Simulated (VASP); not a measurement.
# TiO2 (I4_1/amd) in VASP: notebook

TiO2 is run at these levels: r2SCAN; tasks: single point.

Everything below comes from runs of VASP 6.6.1. Logs are shortened: lines on timing, memory, paths and dates and some standing lists are left out, and cuts for length are marked.

## (1) The cell of the first run

It takes space group I4_1/amd (No. 141, tetragonal). The conventional cell has a = 3.753 Å, b = 3.753 Å, c = 9.524 Å, α = 90.00°, β = 90.00°, γ = 90.00°. Within 2.5 Å of Ti (site symmetry -4m2) lie 6 O at 1.92 to 1.98 Å. O (site symmetry 2mm) has 3 Ti at 1.92 to 1.98 Å and 2 O at 2.45 Å within 2.5 Å.

## (2) Single point, r2SCAN

Contents of POSCAR:

```
TiO2
1.0
   -1.8764006800      1.8764006800      4.7620982000
    1.8764006800     -1.8764006800      4.7620982000
    1.8764006800      1.8764006800     -4.7620982000
Ti O
2 4
Direct
    0.0000000000      0.0000000000      0.0000000000
    0.7500000000      0.2500000000      0.5000000000
    0.2079599143      0.2079599143      0.0000000000
    0.9579599143      0.4579599143      0.5000000000
    0.5420400857      0.0420400857      0.5000000000
    0.7920400857      0.7920400857      0.0000000000
```

Contents of INCAR.step1:

```
SYSTEM = TiO2
PREC = Accurate
ENCUT = 520
ISMEAR = -1
SIGMA = 0.02
LREAL = .False.
LASPH = .True.
NELM = 60
NBANDS = 33
GGA = PE
ALGO = Normal
EDIFF = 1E-4
LWAVE = .True.
LCHARG = .False.
```

Contents of INCAR.step2:

```
SYSTEM = TiO2
PREC = Accurate
ENCUT = 520
EDIFF = 1E-7
ISMEAR = -1
SIGMA = 0.02
LREAL = .False.
LASPH = .True.
NELM = 60
ALGO = Normal
ISIF = 2
LWAVE = .False.
LCHARG = .False.
METAGGA = R2SCAN
LMIXTAU = .True.
NBANDS = 33
ISTART = 1
```

Contents of KPOINTS:

```
regular mesh
0
Gamma
  10 10 10
  0 0 0
```

Potentials or basis: VASP PAW PBE potentials, release 64 (Ti_sv, O).

The run is started by

```bash
> cat potpaw_PBE.64/Ti_sv/POTCAR potpaw_PBE.64/O/POTCAR > POTCAR
> cp INCAR.step1 INCAR
> mpirun -np 1 vasp_std > vasp.out
> cp INCAR.step2 INCAR
> mpirun -np 1 vasp_std > vasp.out
```

OUTCAR:

```text
SYSTEM = TiO2
   PREC = Accurate
   ENCUT = 520
   EDIFF = 1E-7
   ISMEAR = -1
   LREAL = .False.
   LASPH = .True.
   NELM = 60
   ISIF = 2
   METAGGA = R2SCAN
   ISTART = 1

 ion  position               nearest neighbor table
   1  0.000  0.000  0.000-   4 1.92   5 1.92   5 1.92   4 1.92   3 1.98   6 1.98
   2  0.750  0.250  0.500-   3 1.92   6 1.92   6 1.92   3 1.92   4 1.98   5 1.98
   3  0.208  0.208  0.000-   2 1.92   2 1.92   1 1.98
   4  0.958  0.458  0.500-   1 1.92   1 1.92   2 1.98
   5  0.542  0.042  0.500-   1 1.92   1 1.92   2 1.98
   6  0.792  0.792  0.000-   2 1.92   2 1.92   1 1.98

  LATTYP: Found a body centered tetragonal cell.
 ALAT       =     3.7528013600
 C/A-ratio  =     2.5378898285

  Lattice vectors:

 A1 = (  -1.8764006800,   1.8764006800,   4.7620982000)
 A2 = (   1.8764006800,  -1.8764006800,   4.7620982000)
 A3 = (   1.8764006800,   1.8764006800,  -4.7620982000)

Analysis of symmetry for initial positions (statically):
=====================================================================
 Subroutine PRICEL returns:
 Original cell was already a primitive cell.

 Routine SETGRP: Setting up the symmetry group for a
 body centered tetragonal supercell.

 Subroutine GETGRP returns: Found 16 space group operations
 (whereof  8 operations were pure point group operations)
 out of a pool of 16 trial point group operations.

The static configuration has the point symmetry D_2d.
 The point group associated with its full space group is D_4h.

Analysis of symmetry for dynamics (positions and initial velocities):
=====================================================================
 Subroutine PRICEL returns:
 Original cell was already a primitive cell.

 Routine SETGRP: Setting up the symmetry group for a
 body centered tetragonal supercell.

 Subroutine GETGRP returns: Found 16 space group operations
 (whereof  8 operations were pure point group operations)
 out of a pool of 16 trial point group operations.

The dynamic configuration has the point symmetry D_2d.
 The point group associated with its full space group is D_4h.

 Subroutine INISYM returns: Found 16 space group operations
 (whereof  8 operations are pure point group operations),
 and found     1 'primitive' translations

----------------------------------------------------------------------------------------

                                     Primitive cell

  volume of cell :      67.0671

  direct lattice vectors                    reciprocal lattice vectors
    -1.876400680  1.876400680  4.762098200     0.000000000  0.266467608  0.104995735
     1.876400680 -1.876400680  4.762098200     0.266467608  0.000000000  0.104995735
     1.876400680  1.876400680 -4.762098200     0.266467608  0.266467608  0.000000000

  length of vectors
     5.451544578  5.451544578  5.451544578     0.286407210  0.286407210  0.376842105

  position of ions in fractional coordinates (direct lattice)
     0.000000000  0.000000000  0.000000000
     0.750000000  0.250000000  0.500000000
     0.207959914  0.207959914  0.000000000
     0.957959914  0.457959914  0.500000000
     0.542040086  0.042040086  0.500000000
     0.792040086  0.792040086  0.000000000

  ion indices of the primitive-cell ions
   primitive index   ion index
                 1           1
                 2           2
                 3           3
                 4           4
                 5           5
                 6           6

----------------------------------------------------------------------------------------

 KPOINTS: regular mesh

Automatic generation of k-mesh.
 Grid dimensions read from file:
 generate k-points for:   10   10   10

 Generating k-lattice:

  Cartesian coordinates                     Fractional coordinates (reciprocal lattice)
     0.000000000  0.026646761  0.010499573     0.100000000 -0.000000000  0.000000000
     0.026646761  0.000000000  0.010499573    -0.000000000  0.100000000  0.000000000
     0.026646761  0.026646761  0.000000000     0.000000000  0.000000000  0.100000000

  Length of vectors
     0.028640721  0.028640721  0.037684210

  Shift w.r.t. Gamma in fractional coordinates (k-lattice)
     0.000000000  0.000000000  0.000000000

 Subroutine IBZKPT returns following result:
 ===========================================

 Found    102 irreducible k-points:

 Following reciprocal coordinates:
            Coordinates               Weight
  0.000000  0.000000  0.000000      1.000000
  0.100000 -0.000000  0.000000      8.000000
  0.200000 -0.000000  0.000000      8.000000
  0.300000 -0.000000  0.000000      8.000000
  0.400000 -0.000000  0.000000      8.000000
  0.500000 -0.000000  0.000000      4.000000
[... 16 lines left out ...]
  0.300000  0.300000  0.000000      8.000000
  0.400000  0.300000  0.000000     16.000000
 [... further k-points ...]
   k-points           NKPTS =    102   k-points in BZ     NKDIM =    102   number of bands    NBANDS=     33
   number of dos      NEDOS =    301   number of ions     NIONS =      6
   total plane-waves  NPLWV =  74088
   dimension x,y,z NGX =    42 NGY =   42 NGZ =   42
   dimension x,y,z NGXF=    84 NGYF=   84 NGZF=   84
   ions per type =               2   4
   NGX,Y,Z   is equivalent  to a cutoff of  12.81, 12.81, 12.81 a.u.
   NGXF,Y,Z  is equivalent  to a cutoff of  25.62, 25.62, 25.62 a.u.
 SYSTEM =  TiO2
   PREC   = accura    normal or accurate (medium, high low for compatibility)
   ISTART =      1    job   : 0-new  1-cont  2-samecut
   ICHARG =      0    charge: 1-file 2-atom 10-const
   ISPIN  =      1    spin polarized calculation?
   LNONCOLLINEAR =      F non collinear calculations
   LSORBIT =      F    spin-orbit coupling
   LASPH  =      T    aspherical Exc in radial PAW
   ENCUT  =  520.0 eV  38.22 Ry    6.18 a.u.  10.14 10.14 10.14*2*pi/ulx,y,z
   NELM   =     60;   NELMIN=  2; NELMDL=  0     # of ELM steps
   EDIFF  = 0.1E-06   stopping-criterion for ELM
   LREAL  =      F    real-space projection
   EDIFFG = 0.1E-05   stopping-criterion for IOM
   NSW    =      0    number of steps for IOM
   IBRION =     -1    ionic relax: 0-MD 1-quasi-New 2-CG
   NFREE  =      0    steps in history (QN), initial steepest desc. (CG)
   ISIF   =      2    stress and relaxation
   ISYM   =      2    0-nonsym 1-usesym 2-fastsym
   POTIM  = 0.5000    time-step for ionic-motion
   TEBEG  =    0.0;   TEEND  =   0.0 temperature during run
   PSTRESS=    0.0 pullay stress
   NELECT =      48.0000    total number of electrons
   NUPDOWN=      -1.0000    fix difference up-down
   EMIN   =  10.00;   EMAX   =-10.00  energy-range for DOS
   EFERMI =   0.00;   METHOD = LEGACY
   ISMEAR =    -1;   SIGMA  =   0.02  broadening in eV -4-tet -1-fermi 0-gaus
   EFERMI_NEDOS =   21; number of points for ismear=-14 and -15
   IALGO  =     38    algorithm
   IMIX   =      4    mixing-type and parameters
     AMIX     =   0.40;   BMIX     =  1.00
     AMIX_MAG =   1.60;   BMIX_MAG =  1.00
  volume/ion in A,a.u.               =      11.18        75.43
  Fermi-wavevector in a.u.,A,eV,Ry     =   1.464374  2.767266 29.176223  2.144392
  Thomas-Fermi vector in A             =   2.580358
   LORBIT       =      0    0 simple, 1 ext, 2 COOP (PROOUT), +10 PAW based schemes
   METAGGA = R2SCAN    functional components
   LHFCALC =     F    Hartree Fock is set to
   AEXX    =    0.0000 exact exchange contribution
   IVDW    =     0    specifies the selected vdW correction
   LEPSILON=     F    determine dielectric tensor
   LRPA    =     F    only Hartree local field effects (RPA)
 non-spin polarized calculation
  energy-cutoff  :      520.00
  volume of cell :       67.07
 maximum number of plane-waves:      1824
 NGX is ok and might be reduce to    42
   NGX = 21   NGY = 21   NGZ = 21

 number of electron      47.9999994 magnetization

 Free energy of the ion-electron system (eV)
  ---------------------------------------------------
  ext. energy  EPLUGINS =         0.00000000
  ---------------------------------------------------
  free energy    TOTEN  =       -69.82888078 eV

  energy without entropy =      -69.82888078  energy(sigma->0) =      -69.82888078

 E-fermi :   3.7051     XC(G=0): -11.5565

 val. band max:        3.1973181540   @ k =  -0.4000   0.4000   0.0000
 cond. band min:       5.7905102019   @ k =   0.0000   0.0000   0.0000
 fundamental gap:      2.5931920478
 Fermi energy:         3.7051085000

 k-point     1 :       0.0000    0.0000    0.0000
  band No.  band energies     occupation
      1     -55.3111      2.00000
      2     -55.2467      2.00000
      3     -30.7540      2.00000
      4     -30.4934      2.00000
      5     -30.4933      2.00000
      6     -30.4194      2.00000
[... 25 lines left out ...]
     32       8.9480      0.00000
     33       9.0335      0.00000

 k-point     2 :       0.1000   -0.0000    0.0000
  band No.  band energies     occupation
      1     -55.3097      2.00000
      2     -55.2477      2.00000
      3     -30.7513      2.00000
      4     -30.5088      2.00000
      5     -30.4943      2.00000
      6     -30.4260      2.00000
[... 25 lines left out ...]
     32       9.0768      0.00000
     33       9.3530      0.00000

 k-point     3 :       0.2000   -0.0000    0.0000
  band No.  band energies     occupation
      1     -55.3057      2.00000
      2     -55.2503      2.00000
      3     -30.7446      2.00000
      4     -30.5475      2.00000
      5     -30.4966      2.00000
      6     -30.4415      2.00000
[... 25 lines left out ...]
     32       9.4426      0.00000
     33       9.8195      0.00000

 k-point     4 :       0.3000   -0.0000    0.0000
  band No.  band energies     occupation
      1     -55.3001      2.00000
      2     -55.2542      2.00000
      3     -30.7371      2.00000
      4     -30.5940      2.00000
      5     -30.4991      2.00000
      6     -30.4563      2.00000
[... 25 lines left out ...]
     32       9.6598      0.00000
     33      10.1138      0.00000

 k-point     5 :       0.4000   -0.0000    0.0000
  band No.  band energies     occupation
      1     -55.2946      2.00000
      2     -55.2582      2.00000
      3     -30.7309      2.00000
      4     -30.6324      2.00000
      5     -30.5009      2.00000
      6     -30.4635      2.00000
[... 604 lines left out ...]
 k-point    22 :      -0.2000    0.2000    0.0000
  band No.  band energies     occupation
      1     -55.3030      2.00000
      2     -55.2510      2.00000
      3     -30.7523      2.00000
      4     -30.5659      2.00000
      5     -30.5217      2.00000
      6     -30.4642      2.00000
[... 25 lines left out ...]
     32      10.2674      0.00000
     33      10.4413      0.00000

 k-point    23 :       0.3000    0.3000    0.0000
  band No.  band energies     occupation
      1     -55.2864      2.00000
      2     -55.2642      2.00000
      3     -30.7109      2.00000
      4     -30.6492      2.00000
      5     -30.5509      2.00000
      6     -30.5027      2.00000
[... 25 lines left out ...]
     32      10.2437      0.00000
     33      11.1053      0.00000

 k-point    24 :       0.4000    0.3000    0.0000
  band No.  band energies     occupation
      1     -55.2822      2.00000
      2     -55.2669      2.00000
      3     -30.7156      2.00000
      4     -30.6742      2.00000
      5     -30.5543      2.00000
      6     -30.5212      2.00000
[... 25 lines left out ...]
     32      10.2380      0.00000
     33      11.2061      0.00000

 [... further k-points ...]
[... 5 lines left out ...]
  --------------------------------------------------------------------------------------
  -------------------------------------------------------------------------------------
  Total        2.5207841      2.5207841      1.9297212      0.0000000      0.0000000      0.0000000
  in kB       60.2194427     60.2194427     46.0994407      0.0000000      0.0000000      0.0000000
  external PRESSURE =      55.5127754 kB  Pullay stress =       0.0000000 kB

 VOLUME and BASIS-vectors are now :
 -----------------------------------------------------------------------------
  energy-cutoff  :      520.00
  volume of cell :       67.07
      direct lattice vectors                 reciprocal lattice vectors
    -1.876400680  1.876400680  4.762098200     0.000000000  0.266467608  0.104995735
     1.876400680 -1.876400680  4.762098200     0.266467608  0.000000000  0.104995735
     1.876400680  1.876400680 -4.762098200     0.266467608  0.266467608  0.000000000

 POSITION                                       TOTAL-FORCE (eV/Angst)
 -----------------------------------------------------------------------------------
      0.00000      0.00000      0.00000        -0.000000     -0.000000     -0.000000
     -0.00000      1.87640      2.38105        -0.000000     -0.000000      0.000000
      0.00000      0.00000      1.98065         0.000000     -0.000000      0.028207
      0.00000      1.87640      4.36170        -0.000000      0.000000      0.028207
     -0.00000      1.87640      0.40040        -0.000000      0.000000     -0.028207
      0.00000      0.00000      7.54355         0.000000     -0.000000     -0.028207
 -----------------------------------------------------------------------------------
    total drift:                               -0.000000     -0.000000     -0.000000

  FREE ENERGIE OF THE ION-ELECTRON SYSTEM (eV)
  ---------------------------------------------------
  free  energy   TOTEN  =       -69.8288807801 eV

  energy  without entropy=      -69.8288807801  energy(sigma->0) =      -69.82888078
```

Wall time 21 min (1 thread of AMD EPYC 9R14 (Zen 4), shared host); peak memory 0.35 GiB.

Results:

* Free energy: -69.8289 eV
* Pressure: 5.6 GPa
* Largest force: 0.028 eV/Å
* Band gap on the k mesh: 2.59 eV (least direct gap 2.94 eV)

Forces on the atoms (eV/Å):
```
Ti   0.000  0.000  0.000
Ti   0.000  0.000  0.000
O    0.000  0.000  0.028
O    0.000  0.000  0.028
O    0.000  0.000 -0.028
O    0.000  0.000 -0.028
```

Stress tensor (GPa, compression positive):
```
6.02 0.00 0.00
0.00 6.02 0.00
0.00 0.00 4.61
```

Caveat: the cell stands under pressure; the PAW data sets were made with another functional, which shifts forces and pressure a little.

## (3) Single point, r2SCAN

This run uses another cell than the first one, of 11.41 Å³/atom.

Contents of POSCAR:

```
TiO2
1.0
   -1.8890794400      1.8890794400      4.7942755200
    1.8890794400     -1.8890794400      4.7942755200
    1.8890794400      1.8890794400     -4.7942755200
Ti O
2 4
Direct
    0.0000000000      0.0000000000      0.0000000000
    0.7500000000      0.2500000000      0.5000000000
    0.2072093100      0.2072093100      0.0000000000
    0.9572093100      0.4572093100      0.5000000000
    0.5427906900      0.0427906900      0.5000000000
    0.7927906900      0.7927906900      0.0000000000
```

INCAR.step1 is that of step 2.

Changes to INCAR.step2 since step 2:

```diff
@@ -3,3 +3,3 @@
 ENCUT = 520
-EDIFF = 1E-7
+EDIFF = 1E-6
 ISMEAR = -1
```

KPOINTS is that of step 2.

Potentials or basis: VASP PAW PBE potentials, release 64 (Ti_sv, O).

The run is started by

```bash
> cat potpaw_PBE.64/Ti_sv/POTCAR potpaw_PBE.64/O/POTCAR > POTCAR
> cp INCAR.step1 INCAR
> mpirun -np 1 vasp_std > vasp.out
> cp INCAR.step2 INCAR
> mpirun -np 1 vasp_std > vasp.out
```

Wall time 25 min (1 thread of AMD EPYC 9R14 (Zen 4), shared host); peak memory 0.36 GiB.

The run converged. Its results:

* Free energy: -69.8585 eV
* Pressure: 1.1 GPa
* Largest force: 0.028 eV/Å
* Band gap on the k mesh: 2.56 eV (least direct gap 2.89 eV)

Forces on the atoms (eV/Å):
```
Ti   0.000  0.000  0.000
Ti   0.000  0.000  0.000
O    0.000  0.000  0.028
O    0.000  0.000  0.028
O    0.000  0.000 -0.028
O    0.000  0.000 -0.028
```

Stress tensor (GPa, compression positive):
```
1.17 0.00 0.00
0.00 1.17 0.00
0.00 0.00 0.97
```

Levels at points of the mesh, in eV from the valence-band top:
| k point | band 20 | band 21 | band 22 | band 23 | band 24 | band 25 | band 26 | band 27 | band 28 | band 29 |
| --- | --- | --- | --- | --- | --- | --- | --- | --- | --- | --- |
| (0.00, 0.00, 0.00) | -0.82 | -0.79 | -0.79 | -0.46 | -0.46 | 2.56 | 3.28 | 4.47 | 4.47 | 4.48 |
| (0.50, 0.00, 0.00) | -1.99 | -1.95 | -0.95 | -0.86 | -0.67 | 3.69 | 3.96 | 4.01 | 4.06 | 4.73 |
| (0.50, 0.50, 0.00) | -2.71 | -2.07 | -2.07 | -0.04 | -0.04 | 3.74 | 3.74 | 4.21 | 4.21 | 5.34 |
| (0.50, 0.50, 0.50) | -1.39 | -1.29 | -1.29 | -0.11 | -0.11 | 2.91 | 2.91 | 4.23 | 4.23 | 4.74 |

Caveat: the PAW data sets were made with another functional, which shifts forces and pressure a little.
